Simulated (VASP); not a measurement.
The system is PtS2.

```
CELL_PARAMETERS angstrom
3.54320 0.00000 0.00000
-1.77160 3.06850 0.00000
0.00000 0.00000 5.03880
ATOMIC_POSITIONS crystal
Pt 0.00000 0.00000 0.00000
S 0.66667 0.33333 0.77300
S 0.33333 0.66667 0.22700
```

| Property | Result |
| --- | --- |
| Program | VASP 6.6.1 |
| Task | relaxation of cell and atoms |
| Functional | PBEsol |
| Potentials or basis | VASP PAW PBE potentials, release 64 (Pt_sv_GW, S) |
| Cutoff | 570 eV |
| k mesh | 9 × 9 × 5 |
| Occupations | fermi-dirac, width 0.05 eV |
| Spin | no spin polarisation |

At the start: pressure 5.7 GPa; volume 18.26 Å³/atom.

Question: Where does the relaxation end?

Answer: Over 17 steps the energy falls by 24.4 meV/atom and the volume is 17.41 Å³/atom (-4.7 %); space group P-3m1 (No. 164, to 0.1 Å) before and after.

The path:
```tsv
step	energy change (eV)	largest force (eV/Å)	pressure (GPa)	volume (Å³)
1	0.0000	0.9370	5.74	54.78
2	0.0977	0.7998	-9.93	60.14
3	-0.0462	0.2369	-0.83	56.62
4	-0.0462	0.2543	-0.68	56.57
5	-0.0546	0.1602	-0.41	56.24
6	-0.0582	0.0439	-0.14	55.83
7	-0.0594	0.0470	-0.14	55.64
8	-0.0628	0.0585	0.02	55.09
9	-0.0683	0.0856	0.37	53.96
10	-0.0706	0.1546	1.44	51.70
11	-0.0713	0.1400	1.13	52.32
12	-0.0719	0.1161	0.89	52.30
13	-0.0729	0.0455	0.19	52.23
14	-0.0729	0.0267	0.01	52.21
15	-0.0729	0.0247	0.01	52.21
16	-0.0730	0.0185	0.01	52.22
17	-0.0731	0.0059	0.00	52.23
```

Final structure:
```xyz
3
Lattice="3.5667 0.0000 0.0000 -1.7834 3.0889 0.0000 0.0000 0.0000 4.7411" Properties=species:S:1:pos:R:3 pbc="T T T"
Pt    0.0000    0.0000    0.0000
S     1.7834    1.0296    3.5439
S     0.0000    2.0592    1.1972
```

Caveat: the PAW data sets were made with another functional, which shifts forces and pressure a little.
